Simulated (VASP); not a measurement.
Runs of VASP 6.6.1 on Si2C. The structure is that of space group I4/mcm (No. 140), or close to it. The cells are those of the table. 

```tsv
task	cell	k mesh	cutoff (eV)	gap on the mesh (eV)	pressure (GPa)	largest force (eV/Å)
single point	a = 4.649 Å, angles 104.9, 104.9, 119.0°, 6 atoms	6 × 6 × 6	520	none	-8.2	(a)
single point	a = 4.516 Å, angles 104.4, 104.4, 120.2°, 6 atoms	6 × 6 × 6	520	none	0.0	-
relaxation of cell and atoms	relaxed from a = 4.649 Å, angles 104.9, 104.9, 119.0°, 6 atoms	6 × 6 × 6	600	none	-0.1	0.04
single point	a = 4.445 Å, angles 114.9, 114.9, 99.0°, 6 atoms	10 × 10 × 10	520	none	0.0	-
```

Alike in all rows: level PBE; potentials or basis VASP PAW PBE potentials, release 64 (Si, C); no spin polarisation; smearing gaussian 0.1 eV.

Estimate the missing entries.

(a) 0.19.

A gap of «none» marks levels without a gap at the run's occupations.
